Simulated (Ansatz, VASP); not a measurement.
Given: the input of a run of VASP 6.6.1 on Re.

INCAR

```
ALGO = Normal ; EDIFF = 1E-7
EDIFFG = -0.01 ; ENCUT = 600
GGA = RP ; IBRION = 2
ISIF = 3 ; ISMEAR = -1
LASPH = True ; LCHARG = False
LREAL = False ; LWAVE = False
NELM = 100 ; NSW = 60
PREC = Accurate ; SIGMA = 0.05
```

KPOINTS

```
k-points
0
Gamma
  11 11 3
```

The input POSCAR:

```
Re
1.0
    2.7663873939      0.0000000000      0.0000000000
   -1.3831936969      2.3957617598      0.0000000000
    0.0000000000      0.0000000000      8.9388451600
Re
4
Direct
    0.6666666667      0.3333333333      0.7500000000
    0.0000000000      0.0000000000      0.5000000000
    0.3333333333      0.6666666667      0.2500000000
    0.0000000000      0.0000000000      0.0000000000
```

Potentials or basis: VASP PAW PBE potentials, release 64 (Re).

Command:

```console
$ cat potpaw_PBE.64/Re/POTCAR > POTCAR
$ mpirun -np 1 vasp_std > vasp.out
```

**Question.** Set up the same calculation for Ansatz 0.2.0. Potentials there: Ansatz PAW.

**Answer.** As run (the cutoff follows the program's own potentials):

input.yaml

```yaml
crystal:
  lattice:
    - [2.7663873939, 0.0, 0.0]
    - [-1.3831936969, 2.3957617598, 0.0]
    - [0.0, 0.0, 8.93884516]
  atoms:
    - { symbol: Re, position: [0.6666666667, 0.3333333333, 0.75] }
    - { symbol: Re, position: [0.0, 0.0, 0.5] }
    - { symbol: Re, position: [0.3333333333, 0.6666666667, 0.25] }
    - { symbol: Re, position: [0.0, 0.0, 0.0] }
hamiltonian:
  xc: rpbe
  pseudopotentials: { kind: paw }
kpoints:
  mp_grid: { grid: [11, 11, 3] }
scf:
  occupations: { method: fermi_dirac, width: 0.05 }
output:
  forces: true
  stress: true
relax:
  f_tol: 0.01
  max_steps: 40
  cell: { stress_tol: 0.05 }
```

Potentials or basis: Ansatz PAW.

Run with:

```console
$ ansatz run input.yaml --threads 2 --pin off --max-ram 5120MiB --backend cpu --events-out ev --progress --plain --runs-dir out
```

Both were run:

|  | VASP | Ansatz | Ansatz less VASP |
| --- | --- | --- | --- |
| relaxed volume (Å³/atom) | 15.08 | 15.10 | +0.026 |
| relaxed cell length with the largest relative difference (Å) | 8.998 | 9.004 | +0.0061 |

VASP's potentials were made for PBE, not for RPBE. VASP's potentials hold 28 valence electrons a cell and Ansatz's 60, so a difference there can come from the potentials and not from the codes.

Neither program's run includes spin-orbit coupling. Noted on VASP's run: too few bands were computed for a metal, which touches its energy and stress. Noted on Ansatz's run: the plane-wave basis is chosen anew once the cell has moved, so the energies of steps on either side of that aren't comparable.
